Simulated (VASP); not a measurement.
CaO, 2 atoms in the cell. Symmetry: Fm-3m, No. 225, cubic system. Conventional cell: a = 4.807 Å, b = 4.807 Å, c = 4.807 Å, α = 90.00°, β = 90.00°, γ = 90.00°. Ca (site symmetry m-3m) has 6 O at 2.40 Å within 3.2 Å. O (site symmetry m-3m) has 6 Ca at 2.40 Å within 3.2 Å. 

| Item | Value |
| --- | --- |
| Program | VASP 6.6.1 |
| Task | single point |
| Functional | PBE-based screened hybrid with 5 % exact exchange |
| Potentials or basis | VASP PAW PBE potentials, release 64 (Ca_sv, O) |
| Cutoff | 520 eV |
| k mesh | 5 × 5 × 5 |
| Occupations | fermi-dirac, width 0.05 eV |
| Spin | no spin polarisation |
| Dipole correction | no |
| Grid for exact exchange (PRECFOCK) | Normal |
| Share of exact exchange | 0.05 |
| Further INCAR settings | ALGO = Normal; EDIFF = 1e-06; NBANDS = 15 |
| Screening parameter | 0.2 1/Å |

Potentials or basis: VASP PAW PBE potentials, release 64 (Ca_sv, O).

Run with:

```console
$ cat potpaw_PBE.64/Ca_sv/POTCAR potpaw_PBE.64/O/POTCAR > POTCAR
$ cp INCAR.step1 INCAR
$ mpirun -np 1 vasp_std > vasp.out
$ cp INCAR.step2 INCAR
$ mpirun -np 1 vasp_std > vasp.out
```

Hardware: 1 thread of Intel(R) Xeon(R) 6975P-C (Granite Rapids) (shared host).

Q: Estimate the wall time of this run.

A: It took 4.4 min on 1 thread of Intel(R) Xeon(R) 6975P-C (Granite Rapids) (shared host), peak memory 0.25 GiB. Counts: k points 10.
